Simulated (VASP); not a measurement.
Set up this calculation in VASP 6.6.1, as the native input.

```yaml
Task: relaxation of cell and atoms
Functional: PBEsol
Potentials_or_basis: VASP PAW PBE potentials, release 64 (Si, F)
Cutoff: 600 eV
k_mesh: 9 × 9 × 9
Occupations: fermi-dirac, width 0.05 eV
Spin: no spin polarisation
Target_pressure: 20 GPa
Dipole_correction: no
Further_INCAR_settings: ALGO = Normal; EDIFF = 1e-07; IBRION = 2; EDIFFG = -0.01; NSW = 60; ISIF = 3
```

The structure of SiF lies in POSCAR:

```
SiF
1.0
    3.0286000000      0.0000000000      0.0000000000
    0.0000000000      3.0286000000      0.0000000000
    0.0000000000      0.0000000000      3.0286000000
Si F
1 1
Direct
    0.5000000000      0.5000000000      0.5000000000
    0.0000000000      0.0000000000      0.0000000000
```

One way to write it, as run:

INCAR

```
SYSTEM = SiF
  ALGO = Normal
  EDIFF = 1E-7
  EDIFFG = -0.01
  ENCUT = 600
  GGA = PS
  IBRION = 2
  ISIF = 3
  ISMEAR = -1
  LASPH = .TRUE.
  LCHARG = .FALSE.
  LREAL = .FALSE.
  LWAVE = .FALSE.
  NELM = 100
  NSW = 60
  PREC = Accurate
  PSTRESS = 200.0
  SIGMA = 0.05
```

KPOINTS

```
k-points
0
G
  9 9 9
  0 0 0
```

Potentials or basis: VASP PAW PBE potentials, release 64 (Si, F).

The run is started by

```bash
$ cat potpaw_PBE.64/Si/POTCAR potpaw_PBE.64/F/POTCAR > POTCAR
$ mpirun -np 1 vasp_std > vasp.out
```

Results of the run:

* Relaxed volume: 11.24 Å³/atom
* Relaxed cell: a = 2.822 Å, b = 2.822 Å, c = 2.822 Å, α = 90.00°, β = 90.00°, γ = 90.00°
* Space group after relaxing (to 0.05 Å): Pm-3m (No. 221)
* Energy change on relaxing (the enthalpy is what falls): +98.1 meV/atom
* Ionic steps: 3
* Pressure after relaxing: 19.9 GPa

Caveat: the cell is relaxed towards a set pressure, so the enthalpy falls and the energy may rise; the volume moved by over 15 % at a fixed basis, so the end points are rough; the PAW data sets were made with another functional, which shifts forces and pressure a little; an odd number of electrons without spin polarisation forces a metal; a magnetic or distorted state may lie lower.

Run time: 26 s on 1 thread of AMD EPYC 7R13 (shared host), peak memory 0.11 GiB.
